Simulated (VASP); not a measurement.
Input of a VASP 6.6.1 run:

The input INCAR:

```
SYSTEM = Si3Ge
ALGO = Normal ; EDIFF = 1E-6
ENCUT = 520 ; GGA = PE
ISIF = 2 ; ISMEAR = 0
LASPH = .TRUE. ; LCHARG = .TRUE.
LELF = .TRUE. ; LREAL = .FALSE.
LVHAR = .TRUE. ; LWAVE = .FALSE.
NBANDS = 21 ; NELM = 80
PREC = Accurate ; SIGMA = 0.02
```

KPOINTS

```
k-points
0
G
  10 10 6
  0 0 0
```

POSCAR

```
Si3Ge
1.0
    3.7497038058      0.0000000000      0.0000000000
    0.0000000000      3.7497038058      0.0000000000
    0.0000000000      0.0000000000      5.2997711309
Si Ge
3 1
Direct
    0.5000000000      0.5000000000      0.0000000000
    0.0000000000      0.5000000000      0.7557660567
    0.5000000000      0.0000000000      0.2442339433
    0.0000000000      0.0000000000      0.5000000000
```

Potentials or basis: VASP PAW PBE potentials, release 64 (Si, Ge_d).

Command:

```console
$ cat potpaw_PBE.64/Si/POTCAR potpaw_PBE.64/Ge_d/POTCAR > POTCAR
$ mpirun -np 1 vasp_std > vasp.out
```

**Question.** Predict the pressure.

**Answer.** 13.6 GPa.

**Question.** What does it give for the band gap on the k mesh?

**Answer.** 0.10 eV (least direct gap 0.42 eV).

**Question.** Predict the largest force.

**Answer.** 0.012 eV/Å.

Forces in eV/Å, atoms in the order of the input:
```
Si   0.000  0.000  0.000
Si   0.000  0.000 -0.012
Si   0.000  0.000  0.012
Ge   0.000  0.000  0.000
```

Caveat: the cell stands under pressure. A k mesh can miss the band edges.
